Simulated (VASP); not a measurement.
# MgO (P6_3/mmc) in VASP: a series of runs

MgO is run at these levels: PBE; tasks: single point.

All numbers are computed with VASP 6.6.1; they aren't measurements. Logs are shortened: lines on timing, memory, paths and dates and some standing lists are left out, and cuts for length are marked.

### 1 The cell of the first run

The structure is hexagonal, space group P6_3/mmc (No. 194). Conventional cell: a = 3.486 Å, b = 3.486 Å, c = 4.197 Å, α = 90.00°, β = 90.00°, γ = 120.00°. Mg (site symmetry -6m2) has 5 O at 2.01 to 2.10 Å within 2.7 Å. Within 2.7 Å of O (site symmetry -6m2) lie 5 Mg at 2.01 to 2.10 Å.

### 2 Single point, PBE

The input, INCAR:

```
PREC = Accurate ; ENCUT = 520
EDIFF = 1E-6 ; ISMEAR = 0
SIGMA = 0.05 ; LREAL = F
LASPH = T ; NELM = 100
ALGO = Normal ; ISIF = 2
LWAVE = F ; LCHARG = F
GGA = PE ; NBANDS = 16
```

The input, KPOINTS:

```
Automatic mesh
0
Gamma
  9 9 6
```

The input, POSCAR:

```
MgO
1.0
    3.4861000000      0.0000000000      0.0000000000
   -1.7430500000      3.0190511601      0.0000000000
    0.0000000000      0.0000000000      4.1970000000
Mg O
2 2
Direct
    0.6666666667      0.3333333333      0.7500000000
    0.3333333333      0.6666666667      0.2500000000
    0.6666666667      0.3333333333      0.2500000000
    0.3333333333      0.6666666667      0.7500000000
```

Potentials or basis: VASP PAW PBE potentials, release 64 (Mg, O).

On the command line:

```console
cat potpaw_PBE.64/Mg/POTCAR potpaw_PBE.64/O/POTCAR > POTCAR
mpirun -np 1 vasp_std > vasp.out
```

OUTCAR:

```text
PREC = Accurate
   ENCUT = 520
   EDIFF = 1E-6
   ISMEAR = 0
   LREAL = F
   LASPH = T
   NELM = 100
   ISIF = 2
   GGA = PE

 ion  position               nearest neighbor table
   1  0.667  0.333  0.750-   4 2.01   4 2.01   4 2.01   3 2.10   3 2.10   2 2.91   2 2.91   2 2.91
                             2 2.91   2 2.91   2 2.91
   2  0.333  0.667  0.250-   3 2.01   3 2.01   3 2.01   4 2.10   4 2.10   1 2.91   1 2.91   1 2.91
                             1 2.91   1 2.91   1 2.91
   3  0.667  0.333  0.250-   2 2.01   2 2.01   2 2.01   1 2.10   1 2.10
   4  0.333  0.667  0.750-   1 2.01   1 2.01   1 2.01   2 2.10   2 2.10

  LATTYP: Found a hexagonal cell.
 ALAT       =     3.4861000000
 C/A-ratio  =     1.2039241559

  Lattice vectors:

 A1 = (   3.4861000000,   0.0000000000,   0.0000000000)
 A2 = (  -1.7430500000,   3.0190511601,   0.0000000000)
 A3 = (   0.0000000000,   0.0000000000,   4.1970000000)

Analysis of symmetry for initial positions (statically):
=====================================================================
 Subroutine PRICEL returns:
 Original cell was already a primitive cell.

 Routine SETGRP: Setting up the symmetry group for a
 hexagonal supercell.

 Subroutine GETGRP returns: Found 24 space group operations
 (whereof 12 operations were pure point group operations)
 out of a pool of 24 trial point group operations.

The static configuration has the point symmetry D_3d.
 The point group associated with its full space group is D_6h.

Analysis of symmetry for dynamics (positions and initial velocities):
=====================================================================
 Subroutine PRICEL returns:
 Original cell was already a primitive cell.

 Routine SETGRP: Setting up the symmetry group for a
 hexagonal supercell.

 Subroutine GETGRP returns: Found 24 space group operations
 (whereof 12 operations were pure point group operations)
 out of a pool of 24 trial point group operations.

The dynamic configuration has the point symmetry D_3d.
 The point group associated with its full space group is D_6h.

 Subroutine INISYM returns: Found 24 space group operations
 (whereof 12 operations are pure point group operations),
 and found     1 'primitive' translations

----------------------------------------------------------------------------------------

                                     Primitive cell

  volume of cell :      44.1722

  direct lattice vectors                    reciprocal lattice vectors
     3.486100000  0.000000000  0.000000000     0.286853504  0.165614948  0.000000000
    -1.743050000  3.019051160  0.000000000     0.000000000  0.331229895  0.000000000
     0.000000000  0.000000000  4.197000000     0.000000000  0.000000000  0.238265428

  length of vectors
     3.486100000  3.486100000  4.197000000     0.331229895  0.331229895  0.238265428

  position of ions in fractional coordinates (direct lattice)
     0.666666667  0.333333333  0.750000000
     0.333333333  0.666666667  0.250000000
     0.666666667  0.333333333  0.250000000
     0.333333333  0.666666667  0.750000000

  ion indices of the primitive-cell ions
   primitive index   ion index
                 1           1
                 2           2
                 3           3
                 4           4

----------------------------------------------------------------------------------------

 KPOINTS: Automatic mesh

Automatic generation of k-mesh.
 Grid dimensions read from file:
 generate k-points for:    9    9    6

 Generating k-lattice:

  Cartesian coordinates                     Fractional coordinates (reciprocal lattice)
     0.031872612  0.018401661  0.000000000     0.111111111 -0.000000000  0.000000000
     0.000000000  0.036803322  0.000000000     0.000000000  0.111111111  0.000000000
     0.000000000  0.000000000  0.039710905     0.000000000  0.000000000  0.166666667

  Length of vectors
     0.036803322  0.036803322  0.039710905

  Shift w.r.t. Gamma in fractional coordinates (k-lattice)
     0.000000000  0.000000000  0.000000000

 Subroutine IBZKPT returns following result:
 ===========================================

 Found     48 irreducible k-points:

 Following reciprocal coordinates:
            Coordinates               Weight
  0.000000  0.000000  0.000000      1.000000
  0.111111 -0.000000  0.000000      6.000000
  0.222222 -0.000000  0.000000      6.000000
  0.333333  0.000000  0.000000      6.000000
  0.444444 -0.000000  0.000000      6.000000
  0.111111  0.111111  0.000000      6.000000
[... 16 lines left out ...]
  0.333333  0.222222  0.166667     24.000000
  0.333333  0.333333  0.166667      4.000000
 [... further k-points ...]
   k-points           NKPTS =     48   k-points in BZ     NKDIM =     48   number of bands    NBANDS=     16
   number of dos      NEDOS =    301   number of ions     NIONS =      4
   total plane-waves  NPLWV =  25088
   dimension x,y,z NGX =    28 NGY =   28 NGZ =   32
   dimension x,y,z NGXF=    56 NGYF=   56 NGZF=   64
   ions per type =               2   2
   NGX,Y,Z   is equivalent  to a cutoff of  13.35, 13.35, 12.68 a.u.
   NGXF,Y,Z  is equivalent  to a cutoff of  26.71, 26.71, 25.35 a.u.
 SYSTEM =  unknown system
   PREC   = accura    normal or accurate (medium, high low for compatibility)
   ISTART =      0    job   : 0-new  1-cont  2-samecut
   ICHARG =      2    charge: 1-file 2-atom 10-const
   ISPIN  =      1    spin polarized calculation?
   LNONCOLLINEAR =      F non collinear calculations
   LSORBIT =      F    spin-orbit coupling
   LASPH  =      T    aspherical Exc in radial PAW
   ENCUT  =  520.0 eV  38.22 Ry    6.18 a.u.   6.48  6.48  7.80*2*pi/ulx,y,z
   NELM   =    100;   NELMIN=  2; NELMDL= -5     # of ELM steps
   EDIFF  = 0.1E-05   stopping-criterion for ELM
   LREAL  =      F    real-space projection
   EDIFFG = 0.1E-04   stopping-criterion for IOM
   NSW    =      0    number of steps for IOM
   IBRION =     -1    ionic relax: 0-MD 1-quasi-New 2-CG
   NFREE  =      0    steps in history (QN), initial steepest desc. (CG)
   ISIF   =      2    stress and relaxation
   ISYM   =      2    0-nonsym 1-usesym 2-fastsym
   POTIM  = 0.5000    time-step for ionic-motion
   TEBEG  =    0.0;   TEEND  =   0.0 temperature during run
   PSTRESS=    0.0 pullay stress
   NELECT =      16.0000    total number of electrons
   NUPDOWN=      -1.0000    fix difference up-down
   EMIN   =  10.00;   EMAX   =-10.00  energy-range for DOS
   EFERMI =   0.00;   METHOD = LEGACY
   ISMEAR =     0;   SIGMA  =   0.05  broadening in eV -4-tet -1-fermi 0-gaus
   EFERMI_NEDOS =   21; number of points for ismear=-14 and -15
   IALGO  =     38    algorithm
   IMIX   =      4    mixing-type and parameters
     AMIX     =   0.40;   BMIX     =  1.00
     AMIX_MAG =   1.60;   BMIX_MAG =  1.00
  volume/ion in A,a.u.               =      11.04        74.52
  Fermi-wavevector in a.u.,A,eV,Ry     =   1.166984  2.205281 18.529131  1.361853
  Thomas-Fermi vector in A             =   2.303491
   LORBIT       =      0    0 simple, 1 ext, 2 COOP (PROOUT), +10 PAW based schemes
   GGA     = PE    functional components
   LHFCALC =     F    Hartree Fock is set to
   AEXX    =    0.0000 exact exchange contribution
   IVDW    =     0    specifies the selected vdW correction
   LEPSILON=     F    determine dielectric tensor
   LRPA    =     F    only Hartree local field effects (RPA)
 non-spin polarized calculation
 Gauss-broadening in eV      SIGMA  =   0.05
  energy-cutoff  :      520.00
  volume of cell :       44.17
 maximum number of plane-waves:      1228
 NGX is ok and might be reduce to    28

 number of electron      15.9999996 magnetization

 Free energy of the ion-electron system (eV)
  ---------------------------------------------------
  ext. energy  EPLUGINS =         0.00000000
  ---------------------------------------------------
  free energy    TOTEN  =       -23.66227774 eV

  energy without entropy =      -23.66227774  energy(sigma->0) =      -23.66227774

 E-fermi :   2.2083     XC(G=0): -10.0561

 val. band max:        1.9859637557   @ k =   0.0000   0.0000   0.0000
 cond. band min:       5.3970580508   @ k =   0.0000   0.0000   0.0000
 fundamental gap:      3.4110942951
 Fermi energy:         2.2083439242

 k-point     1 :       0.0000    0.0000    0.0000
  band No.  band energies     occupation
      1     -14.9384      2.00000
      2     -13.5571      2.00000
      3      -1.6562      2.00000
      4       0.2581      2.00000
      5       0.2581      2.00000
      6       1.1755      2.00000
[... 8 lines left out ...]
     15      17.6127      0.00000
     16      17.6203      0.00000

 k-point     2 :       0.1111   -0.0000    0.0000
  band No.  band energies     occupation
      1     -14.8782      2.00000
      2     -13.5671      2.00000
      3      -1.5596      2.00000
      4       0.0623      2.00000
      5       0.1625      2.00000
      6       0.8754      2.00000
[... 8 lines left out ...]
     15      17.0769      0.00000
     16      17.0818      0.00000

 k-point     3 :       0.2222   -0.0000    0.0000
  band No.  band energies     occupation
      1     -14.7115      2.00000
      2     -13.6039      2.00000
      3      -1.2825      2.00000
      4      -0.5111      2.00000
      5      -0.0375      2.00000
      6       0.4454      2.00000
[... 8 lines left out ...]
     15      16.0695      0.00000
     16      16.6182      0.00000

 k-point     4 :       0.3333    0.0000    0.0000
  band No.  band energies     occupation
      1     -14.4834      2.00000
      2     -13.6816      2.00000
      3      -1.1456      2.00000
      4      -0.8713      2.00000
      5      -0.2242      2.00000
      6       0.1674      2.00000
[... 8 lines left out ...]
     15      16.0929      0.00000
     16      16.5950      0.00000
[... 324 lines left out ...]
 k-point    22 :       0.2222    0.2222    0.1667
  band No.  band energies     occupation
      1     -14.3084      2.00000
      2     -13.7634      2.00000
      3      -1.2569      2.00000
      4      -1.2038      2.00000
      5      -0.1431      2.00000
      6       0.2093      2.00000
[... 8 lines left out ...]
     15      16.2824      0.00000
     16      17.5500      0.00000

 k-point    23 :       0.3333    0.2222    0.1667
  band No.  band energies     occupation
      1     -14.1303      2.00000
      2     -13.8590      2.00000
      3      -1.5314      2.00000
      4      -0.9462      2.00000
      5      -0.5331      2.00000
      6       0.4598      2.00000
[... 8 lines left out ...]
     15      16.1119      0.00000
     16      17.6861      0.00000

 k-point    24 :       0.3333    0.3333    0.1667
  band No.  band energies     occupation
      1     -13.9803      2.00000
      2     -13.9803      2.00000
      3      -1.5008      2.00000
      4      -0.8230      2.00000
      5      -0.8230      2.00000
      6       0.8025      2.00000
[... 8 lines left out ...]
     15      16.0203      0.00000
     16      18.4946      0.00000

 [... further k-points ...]
[... 5 lines left out ...]
  --------------------------------------------------------------------------------------
  -------------------------------------------------------------------------------------
  Total        0.9369300      0.9369300      0.9455736      0.0000000      0.0000000      0.0000000
  in kB       33.9835251     33.9835251     34.2970385      0.0000000      0.0000000      0.0000000
  external PRESSURE =      34.0880296 kB  Pullay stress =       0.0000000 kB

 VOLUME and BASIS-vectors are now :
 -----------------------------------------------------------------------------
  energy-cutoff  :      520.00
  volume of cell :       44.17
      direct lattice vectors                 reciprocal lattice vectors
     3.486100000  0.000000000  0.000000000     0.286853504  0.165614948  0.000000000
    -1.743050000  3.019051160  0.000000000     0.000000000  0.331229895  0.000000000
     0.000000000  0.000000000  4.197000000     0.000000000  0.000000000  0.238265428

 POSITION                                       TOTAL-FORCE (eV/Angst)
 -----------------------------------------------------------------------------------
      1.74305      1.00635      3.14775        -0.000000      0.000000      0.000000
     -0.00000      2.01270      1.04925        -0.000000     -0.000000      0.000000
      1.74305      1.00635      1.04925        -0.000000     -0.000000      0.000000
     -0.00000      2.01270      3.14775         0.000000      0.000000      0.000000
 -----------------------------------------------------------------------------------
    total drift:                               -0.000000      0.000000     -0.000000

  FREE ENERGIE OF THE ION-ELECTRON SYSTEM (eV)
  ---------------------------------------------------
  free  energy   TOTEN  =       -23.6622777351 eV

  energy  without entropy=      -23.6622777351  energy(sigma->0) =      -23.66227774
```

Wall time 48 s (1 thread of AMD EPYC 7R13, shared host); peak memory 0.15 GiB.

Results:

- Free energy: -23.6623 eV
- Pressure: 3.4 GPa
- Band gap on the k mesh: 3.41 eV

Levels at points of the mesh, in eV from the valence-band top:
```
           k point  band 5  band 6  band 7  band 8  band 9  band 10  band 11  band 12
(0.00, 0.00, 0.00)   -1.73   -0.81   -0.81    0.00    3.41     9.43    12.18    12.54
(0.00, 0.00, 0.50)   -1.29   -1.29   -1.29   -1.29    6.44     6.44    12.90    12.90
```

Caveat: the cell stands under pressure.

### 3 Single point, PBE

This run uses another cell than the first one, of the same volume but with other edges.

The input, INCAR:

```
  ALGO = Normal
  EDIFF = 1E-7
  ENCUT = 520
  GGA = PE
  ISIF = 2
  ISMEAR = 0
  LASPH = True
  LCHARG = False
  LREAL = False
  LWAVE = False
  NBANDS = 16
  NELM = 80
  PREC = Accurate
  SIGMA = 0.05
```

The input, KPOINTS:

```
k-points
0
Gamma
  9 9 6
```

The input, POSCAR:

```
MgO
1.0
    3.4509000000      0.0000000000      0.0000000000
   -1.7254500000      2.9885670659      0.0000000000
    0.0000000000      0.0000000000      4.2818000000
Mg O
2 2
Direct
    0.6666666667      0.3333333333      0.7500000000
    0.3333333333      0.6666666667      0.2500000000
    0.6666666667      0.3333333333      0.2500000000
    0.3333333333      0.6666666667      0.7500000000
```

Potentials or basis: VASP PAW PBE potentials, release 64 (Mg, O).

On the command line:

```console
cat potpaw_PBE.64/Mg/POTCAR potpaw_PBE.64/O/POTCAR > POTCAR
mpirun -np 1 vasp_std > vasp.out
```

OUTCAR:

```text
EDIFF = 1E-7
   ENCUT = 520
   GGA = PE
   ISIF = 2
   ISMEAR = 0
   LASPH = True
   LREAL = False
   NELM = 80
   PREC = Accurate

 ion  position               nearest neighbor table
   1  0.667  0.333  0.750-   4 1.99   4 1.99   4 1.99   3 2.14   3 2.14   2 2.92   2 2.92   2 2.92
                             2 2.92   2 2.92   2 2.92
   2  0.333  0.667  0.250-   3 1.99   3 1.99   3 1.99   4 2.14   4 2.14   1 2.92   1 2.92   1 2.92
                             1 2.92   1 2.92   1 2.92
   3  0.667  0.333  0.250-   2 1.99   2 1.99   2 1.99   1 2.14   1 2.14
   4  0.333  0.667  0.750-   1 1.99   1 1.99   1 1.99   2 2.14   2 2.14

  LATTYP: Found a hexagonal cell.
 ALAT       =     3.4509000000
 C/A-ratio  =     1.2407777681

  Lattice vectors:

 A1 = (   3.4509000000,   0.0000000000,   0.0000000000)
 A2 = (  -1.7254500000,   2.9885670659,   0.0000000000)
 A3 = (   0.0000000000,   0.0000000000,   4.2818000000)

Analysis of symmetry for initial positions (statically):
=====================================================================
 Subroutine PRICEL returns:
 Original cell was already a primitive cell.
[... 173 lines left out ...]
  free energy    TOTEN  =       -23.64742526 eV

  energy without entropy =      -23.64742526  energy(sigma->0) =      -23.64742526

 E-fermi :   2.3417     XC(G=0): -10.0646

 val. band max:        2.0344022391   @ k =   0.0000   0.0000   0.0000
 cond. band min:       5.4107303074   @ k =   0.0000   0.0000   0.0000
 fundamental gap:      3.3763280683
 Fermi energy:         2.3417368677

 k-point     1 :       0.0000    0.0000    0.0000
  band No.  band energies     occupation
      1     -14.9239      2.00000
      2     -13.5938      2.00000
      3      -1.7029      2.00000
      4       0.3132      2.00000
      5       0.3132      2.00000
      6       1.1506      2.00000
[... 433 lines left out ...]
      3      -1.4751      2.00000
      4      -0.8072      2.00000
      5      -0.8072      2.00000
      6       0.7301      2.00000
[... 8 lines left out ...]
     15      15.8336      0.00000
     16      18.6059      0.00000

 [... further k-points ...]
[... 5 lines left out ...]
  --------------------------------------------------------------------------------------
  -------------------------------------------------------------------------------------
  Total        1.4593972      1.4593972      0.0254355      0.0000000      0.0000000     -0.0000000
  in kB       52.9495587     52.9495587      0.9228455      0.0000000      0.0000000     -0.0000000
  external PRESSURE =      35.6073210 kB  Pullay stress =       0.0000000 kB

 VOLUME and BASIS-vectors are now :
 -----------------------------------------------------------------------------
  energy-cutoff  :      520.00
  volume of cell :       44.16
      direct lattice vectors                 reciprocal lattice vectors
     3.450900000  0.000000000  0.000000000     0.289779478  0.167304260  0.000000000
    -1.725450000  2.988567066  0.000000000     0.000000000  0.334608519  0.000000000
     0.000000000  0.000000000  4.281800000     0.000000000  0.000000000  0.233546639

 POSITION                                       TOTAL-FORCE (eV/Angst)
 -----------------------------------------------------------------------------------
      1.72545      0.99619      3.21135         0.000000      0.000000      0.000000
     -0.00000      1.99238      1.07045        -0.000000     -0.000000      0.000000
      1.72545      0.99619      1.07045         0.000000      0.000000     -0.000000
     -0.00000      1.99238      3.21135        -0.000000     -0.000000     -0.000000
 -----------------------------------------------------------------------------------
    total drift:                               -0.000000      0.000000     -0.000000

  FREE ENERGIE OF THE ION-ELECTRON SYSTEM (eV)
  ---------------------------------------------------
  free  energy   TOTEN  =       -23.6474252638 eV

  energy  without entropy=      -23.6474252638  energy(sigma->0) =      -23.64742526
```

OSZICAR:

```text
N       E                     dE             d eps       ncg     rms          rms(c)
DAV:   1     0.632795519756E+02    0.63280E+02   -0.75588E+03  1536   0.889E+02
DAV:   2    -0.237139030687E+02   -0.86993E+02   -0.79506E+02  2192   0.198E+02
DAV:   3    -0.276255770845E+02   -0.39117E+01   -0.39008E+01  1760   0.439E+01
DAV:   4    -0.276408977485E+02   -0.15321E-01   -0.15320E-01  1832   0.319E+00
DAV:   5    -0.276409743291E+02   -0.76581E-04   -0.76581E-04  1736   0.217E-01    0.112E+01
DAV:   6    -0.237063814763E+02    0.39346E+01   -0.10407E+01  1600   0.250E+01    0.356E+00
DAV:   7    -0.236624072873E+02    0.43974E-01   -0.14917E-01  1560   0.312E+00    0.212E+00
DAV:   8    -0.236492260384E+02    0.13181E-01   -0.91279E-02  1576   0.326E+00    0.513E-01
DAV:   9    -0.236465625334E+02    0.26635E-02   -0.57479E-03  1888   0.689E-01    0.117E-01
DAV:  10    -0.236474063227E+02   -0.84379E-03   -0.89649E-04  1536   0.201E-01    0.313E-02
DAV:  11    -0.236474266129E+02   -0.20290E-04   -0.23489E-05  1688   0.351E-02    0.187E-02
DAV:  12    -0.236474254258E+02    0.11871E-05   -0.87679E-06  1536   0.236E-02    0.279E-03
DAV:  13    -0.236474252824E+02    0.14336E-06   -0.57567E-07  1688   0.571E-03    0.390E-04
DAV:  14    -0.236474252638E+02    0.18677E-07   -0.11290E-08   824   0.106E-03
   1 F= -.23647425E+02 E0= -.23647425E+02  d E =-.226631E-20
```

It took 57 s on 1 thread of AMD EPYC 7R13, shared host; peak memory 0.15 GiB.

What came out:

| Item | Value |
| --- | --- |
| Free energy | -23.6474 eV |
| Pressure | 3.6 GPa |
| Band gap on the k mesh | 3.38 eV |

Caveat: the cell stands under pressure.

[end of part 1 of 2]
